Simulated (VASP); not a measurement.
Write the native input for VASP 6.6.1 that does the following.

```yaml
Task: single point
Functional: PBEsol
Potentials_or_basis: VASP PAW PBE potentials, release 64 (Ti_sv, Nb_sv, B)
Cutoff: 500 eV
k_mesh: 9 × 9 × 4
Occupations: methfessel-paxton, width 0.2 eV
Spin: no spin polarisation
Dipole_correction: no
Further_INCAR_settings: ALGO = Normal; EDIFF = 1e-06; NBANDS = 28
```

The structure of TiNbB4 lies in POSCAR:

```
TiNbB4
1.0
    3.0710600000      0.0000000000      0.0000000000
   -1.5355300000      2.6596200000      0.0000000000
    0.0000000000      0.0000000000      6.5652900000
Ti Nb B
1 1 4
Direct
    0.0000000000      0.0000000000      0.5000000000
    0.0000000000      0.0000000000      0.0000000000
    0.3333333333      0.6666666667      0.7407700000
    0.3333333333      0.6666666667      0.2592300000
    0.6666666667      0.3333333333      0.7407700000
    0.6666666667      0.3333333333      0.2592300000
```

These files were run (other wordings do the same):

INCAR

```
SYSTEM = TiNbB4
PREC = Accurate
ENCUT = 500
EDIFF = 1E-6
ISMEAR = 1
SIGMA = 0.2
LREAL = .False.
LASPH = .True.
NELM = 120
ALGO = Normal
ISIF = 2
LWAVE = .False.
LCHARG = .False.
GGA = PS
NBANDS = 28
GGA_COMPAT = .False.
```

KPOINTS

```
Automatic mesh
0
Gamma
  9 9 4
  0 0 0
```

Potentials or basis: VASP PAW PBE potentials, release 64 (Ti_sv, Nb_sv, B).

Run with:

```sh
$ cat potpaw_PBE.64/Ti_sv/POTCAR potpaw_PBE.64/Nb_sv/POTCAR potpaw_PBE.64/B/POTCAR > POTCAR
$ mpirun -np 1 vasp_std > vasp.out
```

It gave:

```json
{"Pressure": "-6.3 GPa", "Largest force": "0.106 eV/Å"}
```

Caveat: the PAW data sets were made with another functional, which shifts forces and pressure a little.

It took 78 s on 1 thread of Intel Xeon 8259CL, on a shared host, peak memory 0.2 GiB.
